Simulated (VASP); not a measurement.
Wanted: the native input for a VASP 6.6.1 run.

```yaml
Task: single point
Functional: PBEsol-based screened hybrid with 25 % exact exchange
Potentials_or_basis: VASP PAW PBE potentials, release 64 (Ge_d)
Cutoff: 520 eV
k_mesh: 5 × 5 × 5
Occupations: fermi-dirac, width 0.05 eV
Spin: no spin polarisation
Dipole_correction: no
Grid_for_exact_exchange_PRECFOCK: Normal
Share_of_exact_exchange: 0.25
Further_INCAR_settings: ALGO = Normal; EDIFF = 1e-06; NBANDS = 13
Screening_parameter: 0.207 1/Å
```

The system is Ge.

```
CELL_PARAMETERS angstrom
2.67116 0.00000 0.00000
0.00000 2.67116 0.00000
0.00000 0.00000 2.67116
ATOMIC_POSITIONS crystal
Ge 0.00000 0.00000 0.00000
```

This isn't the form of Ge at room conditions, which is diamond.

The input as run:

POSCAR

```
Ge
1.0
    2.6711590697      0.0000000000      0.0000000000
    0.0000000000      2.6711590697      0.0000000000
    0.0000000000      0.0000000000      2.6711590697
Ge
1
Direct
    0.0000000000      0.0000000000      0.0000000000
```

INCAR.step1

```
SYSTEM = Ge
  PREC = Accurate
  ENCUT = 520
  EDIFF = 1E-5
  ISMEAR = -1
  SIGMA = 0.05
  LREAL = .FALSE.
  LASPH = .TRUE.
  NELM = 100
  ALGO = Normal
  ISIF = 2
  LWAVE = .TRUE.
  GGA = PE
  NBANDS = 13
```

INCAR.step2

```
SYSTEM = Ge
  PREC = Accurate
  ENCUT = 520
  EDIFF = 1E-6
  ISMEAR = -1
  SIGMA = 0.05
  LREAL = .FALSE.
  LASPH = .TRUE.
  NELM = 100
  ALGO = Normal
  ISIF = 2
  LWAVE = .FALSE.
  LCHARG = .TRUE.
  GGA = PS
  LHFCALC = .TRUE.
  AEXX = 0.25
  HFSCREEN = 0.207
  PRECFOCK = Normal
  LELF = .TRUE.
  LVHAR = .TRUE.
  ISTART = 1
  NBANDS = 13
```

KPOINTS

```
regular mesh
0
G
  5 5 5
  0 0 0
```

Potentials or basis: VASP PAW PBE potentials, release 64 (Ge_d).

Launch:

```sh
$ cat potpaw_PBE.64/Ge_d/POTCAR > POTCAR
$ cp INCAR.step1 INCAR
$ mpirun -np 1 vasp_std > vasp.out
$ cp INCAR.step2 INCAR
$ mpirun -np 1 vasp_std > vasp.out
```

It gave:

| Item | Value |
| --- | --- |
| Pressure | 0.2 GPa |
| Band gap on the k mesh | zero (bands 7 and 8 overlap by 9.27 eV) |

Caveat: the k points lie up to 0.47 Å⁻¹ apart, too coarse for converged energies and pressures of a metal; the PAW data sets were made with another functional, which shifts forces and pressure a little.

Run time: 3.2 min on 1 thread of Intel Xeon 8259CL (shared host), peak memory 0.23 GiB.
